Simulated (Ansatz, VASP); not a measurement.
**K3CO in VASP and in Ansatz**

```xyz
5
Lattice="5.2311 0.0000 0.0000 0.0000 5.2311 0.0000 0.0000 0.0000 5.2311" Properties=species:S:1:pos:R:3 pbc="T T T"
K     0.0000    0.0000    2.6155
K     0.0000    2.6155    0.0000
K     2.6155    0.0000    0.0000
C     2.6155    2.6155    2.6155
O     0.0000    0.0000    0.0000
```

Alike in both runs: task single point; functional PBE; k mesh 8 × 8 × 8; occupations gaussian, width 0.01 eV; collinear spin.

```csv
,VASP,Ansatz
version,VASP 6.6.1,Ansatz 0.2.0
potentials or method,"VASP PAW PBE potentials, release 64 (K_sv, C, O), cutoff 520 eV","scalar-relativistic, plane waves, PAW"
valence electrons in the cell,37,37
```

VASP gave:

| Item | Value |
| --- | --- |
| gap on the k mesh at the Fermi level (eV) | 0.30 |
| least direct gap on the mesh (eV) | 0.36 |
| pressure (GPa) | -0.1 |
| net moment per atom (μB) | 0.60 |
| size of the moment on the site where the two differ most (μB) | 1.15 |

Q: Which values does Ansatz return?

A: gap on the k mesh at the Fermi level (eV): 0.30; least direct gap on the mesh (eV): 0.37; pressure (GPa): -0.2; net moment per atom (μB): 0.60; size of the moment on the site where the two differ most (μB): 2.44.

Site moments also hang on the region over which each program counts them.
